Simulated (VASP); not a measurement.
# SiC: single point with PBEsol

The system is SiC.

```
Si C
1.0
     3.03413    0.00000    0.00000
    -1.51706    2.62763    0.00000
     0.00000    0.00000    9.93454
Si C
4 4
Direct
  0.00000 0.00000 0.18789
  0.00000 0.00000 0.68789
  0.33333 0.66667 0.43784
  0.66667 0.33333 0.93784
  0.00000 0.00000 0.00046
  0.00000 0.00000 0.50046
  0.33333 0.66667 0.24980
  0.66667 0.33333 0.74980
```

This cell differs from its parent crystal: volume scaled by 0.96.

```yaml
Program: VASP 6.6.1
Task: single point
Functional: PBEsol
Potentials_or_basis: VASP PAW PBE potentials, release 64 (Si, C)
Cutoff: 520 eV
k_mesh: 10 × 10 × 3
Occupations: fermi-dirac, width 0.05 eV
Spin: no spin polarisation
Dipole_correction: no
Further_INCAR_settings: ALGO = Normal; EDIFF = 1e-06; NBANDS = 26
```

```json
{
  "Pressure": "10.7 GPa",
  "Largest force": "0.019 eV/Å",
  "Band gap on the k mesh": "2.11 eV, indirect (least direct gap 3.25 eV)"
}
```

Forces in eV/Å, atoms in the order of the input:
```
Si   0.000  0.000  0.009
Si   0.000  0.000  0.009
Si   0.000  0.000 -0.019
Si   0.000  0.000 -0.019
C    0.000  0.000 -0.001
C    0.000  0.000 -0.001
C    0.000  0.000  0.011
C    0.000  0.000  0.011
```

Stress tensor (GPa, compression positive):
```
10.83  0.00  0.00
 0.00 10.83  0.00
 0.00  0.00 10.56
```

Levels at points of the mesh, in eV from the valence-band top:
| k point | band 14 | band 15 | band 16 | band 17 | band 18 | band 19 |
| --- | --- | --- | --- | --- | --- | --- |
| (0.00, 0.00, 0.00) | -0.05 | 0.00 | 0.00 | 5.41 | 5.98 | 6.64 |
| (0.50, 0.00, 0.00) | -2.28 | -1.62 | -1.14 | 2.11 | 2.27 | 4.24 |

Wall time 20 s on 1 thread of Intel(R) Xeon(R) 6975P-C (Granite Rapids), with other jobs on the host, peak memory 0.22 GiB.

Caveat: the PAW data sets were made with another functional, which shifts forces and pressure a little. A k mesh can miss the band edges.
